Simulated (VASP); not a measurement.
**MgO: single point with LDA**

MgO:

```xyz
2
Lattice="-0.0211 2.1085 2.1085 2.1085 -0.0211 2.1085 2.0874 2.0874 0.0000" Properties=species:S:1:pos:R:3 pbc="T T T"
Mg    0.0000    0.0000    0.0000
O     2.0874    2.0874    2.1085
```

```
Program                : VASP 6.6.1
Task                   : single point
Functional             : LDA
Potentials or basis    : VASP PAW LDA potentials, release 64 (Mg_sv, O)
Cutoff                 : 840 eV
k mesh                 : 8 × 8 × 8
Occupations            : fermi-dirac, width 0.02 eV
Spin                   : no spin polarisation
Dipole correction      : no
Further INCAR settings : ALGO = Normal; EDIFF = 1e-06; NBANDS = 15
```

```
Pressure               : -6.1 GPa
Band gap on the k mesh : 4.55 eV
```

Stress tensor (GPa, compression positive):
```
-6.03  2.91  0.00
 2.91 -6.03  0.00
 0.00  0.00 -6.11
```

Levels at points of the mesh, in eV from the valence-band top:
```tsv
k point	band 5	band 6	band 7	band 8	band 9	band 10	band 11	band 12
(0.00, 0.00, 0.00)	-17.04	-0.15	-0.08	0.00	4.55	15.15	15.44	15.73
(0.50, 0.00, 0.00)	-15.70	-4.79	-0.74	-0.66	7.71	12.18	15.95	16.14
(0.50, 0.50, 0.00)	-15.45	-4.18	-1.56	-1.31	8.75	9.69	12.78	18.32
(0.00, 0.00, 0.50)	-15.65	-4.72	-0.82	-0.74	7.57	12.40	15.66	15.86
(0.50, 0.00, 0.50)	-15.44	-4.18	-1.44	-1.44	8.82	9.62	12.77	18.52
```

Run time: 52 s on 1 thread of AMD EPYC 7R43 64-Core Processor (Zen 3), with other jobs on the host, peak memory 0.13 GiB.

Caveat: the cell stands under tension. As with any semilocal functional, this LDA gap is likely too small.
